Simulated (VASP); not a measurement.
Input of a VASP 6.6.1 run:

INCAR

```
PREC     = Accurate       # precision mode
ENCUT    = 520            # plane-wave cutoff, eV
EDIFF    = 1E-6           # SCF threshold, eV
ISMEAR   = 0              # smearing method
SIGMA    = 0.05           # smearing width, eV
LREAL    = Auto         
LASPH    = True           # aspherical terms in the spheres
NELM     = 60             # most SCF steps
ALGO     = Normal         # electronic algorithm
ISIF     = 2              # what is computed and relaxed
LWAVE    = False          # write WAVECAR
LCHARG   = False          # write CHGCAR
GGA      = PE             # functional
IBRION   = 2              # ionic algorithm
NSW      = 80             # ionic steps
EDIFFG   = -0.03          # ionic threshold
NELECT   = 74.0
```

KPOINTS

```
regular mesh
0
Gamma
  2 2 2
```

File POSCAR:

```
CuSi16
1.0
    0.0000000000      5.4300000000      5.4300000000
    5.4300000000      0.0000000000      5.4300000000
    5.4300000000      5.4300000000      0.0000000000
Si Cu
16 1
Direct
    0.0000000000      0.0000000000      0.0000000000
    0.1250000000      0.1250000000      0.1250000000
    0.0000000000      0.0000000000      0.5000000000
    0.1250000000      0.1250000000      0.6250000000
    0.0000000000      0.5000000000      0.0000000000
    0.1250000000      0.6250000000      0.1250000000
    0.0000000000      0.5000000000      0.5000000000
    0.1250000000      0.6250000000      0.6250000000
    0.5000000000      0.0000000000      0.0000000000
    0.6250000000      0.1250000000      0.1250000000
    0.5000000000      0.0000000000      0.5000000000
    0.6250000000      0.1250000000      0.6250000000
    0.5000000000      0.5000000000      0.0000000000
    0.6250000000      0.6250000000      0.1250000000
    0.5000000000      0.5000000000      0.5000000000
    0.6250000000      0.6250000000      0.6250000000
    0.8767824000      0.8802087000      0.3699728000
```

Potentials or basis: VASP PAW PBE potentials, release 64 (Si, Cu).

The run is started by

```sh
$ cat potpaw_PBE.64/Si/POTCAR potpaw_PBE.64/Cu/POTCAR > POTCAR
$ mpirun -np 1 vasp_std > vasp.out
```

Question: Predict the energy gained by relaxing.

Answer: 7.9 meV/atom.

The path:
```csv
step,energy change (eV),largest force (eV/Å),pressure (GPa)
1,0.0000,0.9927,-0.37
3,-0.1012,0.1101,-0.73
5,-0.1036,0.0500,-0.73
7,-0.1040,0.0507,-0.76
9,-0.1044,0.0323,-0.74
11,-0.1047,0.0473,-0.75
13,-0.1048,0.0517,-0.73
15,-0.1056,0.0742,-0.75
17,-0.1068,0.1316,-0.76
19,-0.1072,0.1189,-0.74
21,-0.1087,0.1281,-0.78
23,-0.1095,0.1721,-0.83
25,-0.1126,0.1272,-0.83
27,-0.1165,0.1135,-0.87
29,-0.1208,0.0998,-0.88
31,-0.1260,0.1184,-0.82
33,-0.1284,0.0683,-0.85
35,-0.1298,0.0691,-0.85
37,-0.1312,0.0655,-0.88
39,-0.1318,0.0522,-0.89
41,-0.1325,0.0759,-0.91
43,-0.1330,0.0343,-0.89
45,-0.1335,0.0197,-0.90
```

Caveat: the k points lie up to 0.50 Å⁻¹ apart; the cell carries a net charge on a neutralising background, which shifts energy and pressure; the cell is charged against a uniform background, so pressure and absolute levels hang on convention.
